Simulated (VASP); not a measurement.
# InO in VASP: notebook

InO is run at these levels: PBEsol+D3(BJ); tasks: single point.

Everything below comes from runs of VASP 6.6.1. Logs are shortened: lines on timing, memory, paths and dates and some standing lists are left out, and cuts for length are marked.

## 1. The cell of the first run

The cell holds a slab with vacuum, 4 atoms: a = 3.176 Å, b = 3.176 Å, c = 17.824 Å, α = 90.00°, β = 90.00°, γ = 120.00°.

## 2. Single point, PBEsol+D3(BJ)

INCAR

```
ALGO = Normal ; EDIFF = 1E-7
ENCUT = 520 ; GGA = PS
ISIF = 2 ; ISMEAR = 0
IVDW = 12 ; LASPH = T
LCHARG = F ; LREAL = F
LWAVE = F ; NBANDS = 27
NELM = 60 ; PREC = Accurate
SIGMA = 0.05
```

KPOINTS

```
k-points
0
Gamma
  12 12 4
```

POSCAR

```
InO
1.0
    3.1761446390      0.0000000000      0.0000000000
   -1.5880723195      2.7506219435      0.0000000000
    0.0000000000      0.0000000000     17.8240367590
In O
2 2
Direct
    0.6666666667      0.3333333333      0.5886730781
    0.6666666667      0.3333333333      0.4113269219
    0.0000000000      0.0000000000      0.6398171659
    0.0000000000      0.0000000000      0.3601828341
```

Potentials or basis: VASP PAW PBE potentials, release 64 (In_d, O).

On the command line:

```sh
$ cat potpaw_PBE.64/In_d/POTCAR potpaw_PBE.64/O/POTCAR > POTCAR
$ mpirun -np 1 vasp_std > vasp.out
```

OUTCAR:

```text
EDIFF = 1E-7
   ENCUT = 520
   GGA = PS
   ISIF = 2
   ISMEAR = 0
   IVDW = 12
   LASPH = T
   LREAL = F
   NELM = 60
   PREC = Accurate
 IVDW          = 12

 ion  position               nearest neighbor table
   1  0.667  0.333  0.589-   3 2.05   3 2.05   3 2.05   2 3.16
   2  0.667  0.333  0.411-   4 2.05   4 2.05   4 2.05   1 3.16
   3  0.000  0.000  0.640-   1 2.05   1 2.05   1 2.05
   4  0.000  0.000  0.360-   2 2.05   2 2.05   2 2.05

  LATTYP: Found a hexagonal cell.
 ALAT       =     3.1761446390
 C/A-ratio  =     5.6118466836

  Lattice vectors:

 A1 = (   3.1761446390,   0.0000000000,   0.0000000000)
 A2 = (  -1.5880723195,   2.7506219435,   0.0000000000)
 A3 = (   0.0000000000,   0.0000000000,  17.8240367590)

Analysis of symmetry for initial positions (statically):
=====================================================================
 Subroutine PRICEL returns:
 Original cell was already a primitive cell.

 Routine SETGRP: Setting up the symmetry group for a
 hexagonal supercell.

 Subroutine GETGRP returns: Found 12 space group operations
 (whereof 12 operations were pure point group operations)
 out of a pool of 24 trial point group operations.

The static configuration has the point symmetry D_3h.

Analysis of symmetry for dynamics (positions and initial velocities):
=====================================================================
 Subroutine PRICEL returns:
 Original cell was already a primitive cell.

 Routine SETGRP: Setting up the symmetry group for a
 hexagonal supercell.

 Subroutine GETGRP returns: Found 12 space group operations
 (whereof 12 operations were pure point group operations)
 out of a pool of 24 trial point group operations.

The dynamic configuration has the point symmetry D_3h.

 Subroutine INISYM returns: Found 12 space group operations
 (whereof 12 operations are pure point group operations),
 and found     1 'primitive' translations

----------------------------------------------------------------------------------------

                                     Primitive cell

  volume of cell :     155.7174

  direct lattice vectors                    reciprocal lattice vectors
[... 86 lines left out ...]
   LNONCOLLINEAR =      F non collinear calculations
   LSORBIT =      F    spin-orbit coupling
   LASPH  =      T    aspherical Exc in radial PAW
   ENCUT  =  520.0 eV  38.22 Ry    6.18 a.u.   5.91  5.91 33.14*2*pi/ulx,y,z
   NELM   =     60;   NELMIN=  2; NELMDL= -5     # of ELM steps
   EDIFF  = 0.1E-06   stopping-criterion for ELM
   LREAL  =      F    real-space projection
   EDIFFG = 0.1E-05   stopping-criterion for IOM
   NSW    =      0    number of steps for IOM
   IBRION =     -1    ionic relax: 0-MD 1-quasi-New 2-CG
   NFREE  =      0    steps in history (QN), initial steepest desc. (CG)
   ISIF   =      2    stress and relaxation
   ISYM   =      2    0-nonsym 1-usesym 2-fastsym
   POTIM  = 0.5000    time-step for ionic-motion
   TEBEG  =    0.0;   TEEND  =   0.0 temperature during run
   PSTRESS=    0.0 pullay stress
   NELECT =      38.0000    total number of electrons
   NUPDOWN=      -1.0000    fix difference up-down
   EMIN   =  10.00;   EMAX   =-10.00  energy-range for DOS
   EFERMI =   0.00;   METHOD = LEGACY
   ISMEAR =     0;   SIGMA  =   0.05  broadening in eV -4-tet -1-fermi 0-gaus
   EFERMI_NEDOS =   21; number of points for ismear=-14 and -15
   IALGO  =     38    algorithm
   IMIX   =      4    mixing-type and parameters
     AMIX     =   0.40;   BMIX     =  1.00
     AMIX_MAG =   1.60;   BMIX_MAG =  1.00
  volume/ion in A,a.u.               =      38.93       262.71
  Fermi-wavevector in a.u.,A,eV,Ry     =   1.023035  1.933255 14.239852  1.046600
  Thomas-Fermi vector in A             =   2.156746
   LORBIT       =      0    0 simple, 1 ext, 2 COOP (PROOUT), +10 PAW based schemes
   GGA     = PS    functional components
   LHFCALC =     F    Hartree Fock is set to
   AEXX    =    0.0000 exact exchange contribution
   IVDW    =    12    specifies the selected vdW correction
   LEPSILON=     F    determine dielectric tensor
   LRPA    =     F    only Hartree local field effects (RPA)
 non-spin polarized calculation
 Gauss-broadening in eV      SIGMA  =   0.05
  energy-cutoff  :      520.00
  volume of cell :      155.72
 maximum number of plane-waves:      4228
 NGX is ok and might be reduce to    24

 number of electron      37.9999984 magnetization

 Free energy of the ion-electron system (eV)
  ---------------------------------------------------
  ext. energy  EPLUGINS =         0.00000000
  ---------------------------------------------------
  free energy    TOTEN  =       -20.10947138 eV

  energy without entropy =      -20.10862965  energy(sigma->0) =      -20.10905051

 E-fermi :  -1.2249     XC(G=0):  -4.8775

 val. band max:       -1.3169257337   @ k =   0.3333   0.2500   0.0000
 cond. band min:      -1.1920285757   @ k =   0.0833   0.0000   0.0000
 fundamental gap:      0.1248971581
 Fermi energy:        -1.2249397673

 k-point     1 :       0.0000    0.0000    0.0000
  band No.  band energies     occupation
      1     -20.2599      2.00000
      2     -20.2497      2.00000
      3     -15.4087      2.00000
      4     -15.4087      2.00000
      5     -15.3932      2.00000
      6     -15.3932      2.00000
[... 709 lines left out ...]
     26       7.9041      0.00000
     27       8.2728      0.00000

 [... further k-points ...]

------------------------ aborting loop because EDIFF is reached ----------------------------------------

 Edisp (eV)   -0.56459

 E8    (eV) :    -0.3930

  FORCE on cell =-STRESS in cart. coord.  units (eV):
  Direction    XX          YY          ZZ          XY          YZ          ZX
  --------------------------------------------------------------------------------------
  -------------------------------------------------------------------------------------
  Total       7.41646     7.41646    -2.75920    -0.00000     0.00000     0.00000
  in kB      76.30802    76.30802   -28.38945    -0.00000     0.00000     0.00000
  external pressure =       41.41 kB  Pullay stress =        0.00 kB

 VOLUME and BASIS-vectors are now :
 -----------------------------------------------------------------------------
  energy-cutoff  :      520.00
  volume of cell :      155.72
      direct lattice vectors                 reciprocal lattice vectors
     3.176144639  0.000000000  0.000000000     0.314847122  0.181777071  0.000000000
    -1.588072319  2.750621944  0.000000000     0.000000000  0.363554142  0.000000000
     0.000000000  0.000000000 17.824036759     0.000000000  0.000000000  0.056104014

 POSITION                                       TOTAL-FORCE (eV/Angst)
 -----------------------------------------------------------------------------------
      1.58807      0.91687     10.49253        -0.000000     -0.000000     -1.532195
      1.58807      0.91687      7.33151        -0.000000      0.000000      1.532195
      0.00000      0.00000     11.40412         0.000000      0.000000      0.435069
      0.00000      0.00000      6.41991        -0.000000     -0.000000     -0.435069
 -----------------------------------------------------------------------------------
    total drift:                               -0.000001      0.000000      0.000000

  FREE ENERGIE OF THE ION-ELECTRON SYSTEM (eV)
  ---------------------------------------------------
  free  energy   TOTEN  =       -20.6740567461 eV

  energy  without entropy=      -20.6732150088  energy(sigma->0) =      -20.67363588
```

stdout:

```text
POSCAR found type information on POSCAR InO
 POSCAR found :  2 types and       4 ions
 scaLAPACK will be used
 -----------------------------------------------------------------------------
|                                                                             |
|                                                                             |
|     You enforced a specific xc type in the INCAR file but a different       |
|     I HOPE YOU KNOW WHAT YOU ARE DOING!                                     |
|                                                                             |
 -----------------------------------------------------------------------------

 LDA part: xc-table for (Slater+PW92), standard interpolation
 POSCAR, INCAR and KPOINTS ok, starting setup
 FFT: planning ... GRIDC
 FFT: planning ... GRID_SOFT
 FFT: planning ... GRID
 WAVECAR not read
 entering main loop
```

Run time: 3.3 min. Hardware: 1 thread of AMD EPYC 9R45 (Zen 5), shared host; peak memory 0.37 GiB.

Results:

```
Free energy                : -20.6741 eV
Largest force              : 1.532 eV/Å
Band gap on the k mesh     : zero (bands 19 and 20 overlap by 0.39 eV)
Dispersion energy per atom : -0.141 eV
```

Forces on the atoms (eV/Å):
```
In   0.000  0.000 -1.532
In   0.000  0.000  1.532
O    0.000  0.000  0.435
O    0.000  0.000 -0.435
```

Caveat: there is no dipole correction, which matters where the two faces differ; the PAW data sets were made with another functional, which shifts forces and pressure a little; spin-orbit coupling is left out, which moves the levels of the heavy elements.

## 3. Single point, PBEsol+D3(BJ)

This run uses another cell than the first one, of the same volume but with other edges.

INCAR

```
SYSTEM = InO
  ALGO = Normal
  EDIFF = 1E-6
  ENCUT = 520
  GGA = PS
  ISIF = 2
  ISMEAR = 0
  IVDW = 12
  LASPH = .True.
  LCHARG = .True.
  LELF = .True.
  LREAL = .False.
  LVHAR = .True.
  LWAVE = .False.
  NBANDS = 27
  NELM = 60
  PREC = Accurate
  SIGMA = 0.05
```

KPOINTS

```
k-points
0
Gamma
  12 12 4
  0 0 0
```

POSCAR

```
InO
1.0
    3.0925227477      0.0000000000      0.0000000000
   -1.5462613739      2.6782032613      0.0000000000
    0.0000000000      0.0000000000     18.8009938197
In O
2 2
Direct
    0.6666666667      0.3333333333      0.5886730781
    0.6666666667      0.3333333333      0.4113269219
    0.0000000000      0.0000000000      0.6398171659
    0.0000000000      0.0000000000      0.3601828341
```

Potentials or basis: VASP PAW PBE potentials, release 64 (In_d, O).

On the command line:

```sh
$ cat potpaw_PBE.64/In_d/POTCAR potpaw_PBE.64/O/POTCAR > POTCAR
$ mpirun -np 1 vasp_std > vasp.out
```

Run time: 2.7 min. Hardware: 1 thread of AMD EPYC 9R45 (Zen 5), shared host; peak memory 0.37 GiB.

It converged, with:

| Quantity | Value |
| --- | --- |
| Free energy | -20.0579 eV |
| Largest force | 1.695 eV/Å |
| Band gap on the k mesh | zero (bands 19 and 20 overlap by 0.91 eV) |
| Dispersion energy per atom | -0.146 eV |

Forces on the atoms (eV/Å):
```
In   0.000  0.000 -1.695
In   0.000  0.000  1.695
O    0.000  0.000  0.626
O    0.000  0.000 -0.626
```

Levels at points of the mesh, in eV from the Fermi level:
```tsv
k point	band 17	band 18	band 19	band 20	band 21	band 22
(0.00, 0.00, 0.00)	-2.13	-2.13	-1.96	-0.57	3.06	5.51
(0.50, 0.00, 0.00)	-3.12	-3.09	-0.59	1.71	2.92	3.88
(0.00, 0.00, 0.50)	-2.13	-2.13	-1.96	-0.57	3.06	5.50
(0.50, 0.00, 0.50)	-3.12	-3.09	-0.59	1.71	2.92	3.88
```

Caveat: there is no dipole correction, which matters where the two faces differ; the PAW data sets were made with another functional, which shifts forces and pressure a little; spin-orbit coupling is left out, which moves the levels of the heavy elements.

## 4. Single point, PBEsol+D3(BJ)

This run uses another cell than the first one, of the same volume but with other edges.

INCAR

```
SYSTEM = InO
ALGO     = Normal         ! electronic algorithm
EDIFF    = 1E-6           ! SCF threshold, eV
ENCUT    = 520            ! plane-wave cutoff, eV
GGA      = PS             ! functional
ISIF     = 2              ! what is computed and relaxed
ISMEAR   = 0              ! smearing method
IVDW     = 12             ! dispersion correction
LASPH    = .TRUE.         ! aspherical terms in the spheres
LCHARG   = .FALSE.        ! write CHGCAR
LREAL    = .FALSE.        ! projectors in reciprocal space
LWAVE    = .FALSE.        ! write WAVECAR
NBANDS   = 27             ! bands
NELM     = 80             ! most SCF steps
PREC     = Accurate       ! precision mode
SIGMA    = 0.05           ! smearing width, eV
```

KPOINTS

```
k-points
0
G
  12 12 4
  0 0 0
```

POSCAR

```
InO
1.0
    3.5630428479      0.0000000000      0.0000000000
   -1.7815214240      3.0856856211      0.0000000000
    0.0000000000      0.0000000000     14.1633022178
In O
2 2
Direct
    0.6666666667      0.3333333333      0.5886730781
    0.6666666667      0.3333333333      0.4113269219
    0.0000000000      0.0000000000      0.6398171659
    0.0000000000      0.0000000000      0.3601828341
```

On the command line:

```sh
$ cat potpaw_PBE.64/In_d/POTCAR potpaw_PBE.64/O/POTCAR > POTCAR
$ mpirun -np 1 vasp_std > vasp.out
```

Run time: 2.7 min. Hardware: 1 thread of AMD EPYC 9R45 (Zen 5), shared host; peak memory 0.37 GiB.

The run converged. Its results:

```
Free energy                : -20.7780 eV
Largest force              : 2.556 eV/Å
Band gap on the k mesh     : 0.44 eV (least direct gap 1.00 eV)
Dispersion energy per atom : -0.120 eV
```

Forces in eV/Å, atoms in the order of the input:
```
In   0.000  0.000  2.556
In   0.000  0.000 -2.556
O    0.000  0.000 -0.152
O    0.000  0.000  0.152
```

Levels at points of the mesh, in eV from the valence-band top:
```csv
k point,band 15,band 16,band 17,band 18,band 19,band 20,band 21,band 22,band 23,band 24
"(0.00, 0.00, 0.00)",-1.62,-1.62,-1.54,-1.54,-0.56,0.44,3.52,6.22,6.60,8.20
"(0.50, 0.00, 0.00)",-2.54,-2.50,-2.32,-1.47,-0.25,2.29,4.25,6.22,6.50,7.62
"(0.00, 0.00, 0.50)",-1.62,-1.62,-1.54,-1.54,-0.56,0.44,3.52,6.04,6.98,8.18
"(0.50, 0.00, 0.50)",-2.54,-2.50,-2.32,-1.47,-0.25,2.29,4.25,6.22,6.50,7.62
```

Caveat: there is no dipole correction, which matters where the two faces differ; the PAW data sets were made with another functional, which shifts forces and pressure a little; spin-orbit coupling is left out, which moves the levels of the heavy elements.

## 5. The runs side by side

```tsv
cell	gap on the mesh (eV)	largest force (eV/Å)
a = 3.176, b = 3.176, c = 17.824 Å, angles 90.0, 90.0, 120.0°, 4 atoms	none	1.53
a = 3.093, b = 3.093, c = 18.801 Å, angles 90.0, 90.0, 120.0°, 4 atoms	none	1.69
a = 3.563, b = 3.563, c = 14.163 Å, angles 90.0, 90.0, 120.0°, 4 atoms	0.44	2.56
```

Alike in all rows: task single point; level PBEsol+D3(BJ); potentials or basis VASP PAW PBE potentials, release 64 (In_d, O); no spin polarisation; k mesh 12 × 12 × 4; cutoff (eV) 520; smearing gaussian 0.05 eV.

Caveats: there is no dipole correction, which matters where the two faces differ; the PAW data sets were made with another functional, which shifts forces and pressure a little; spin-orbit coupling is left out, which moves the levels of the heavy elements.

Absolute energies hang on the potentials; compare differences alone.

The gap in the log of VASP goes by the Fermi energy; the results here count the filled bands.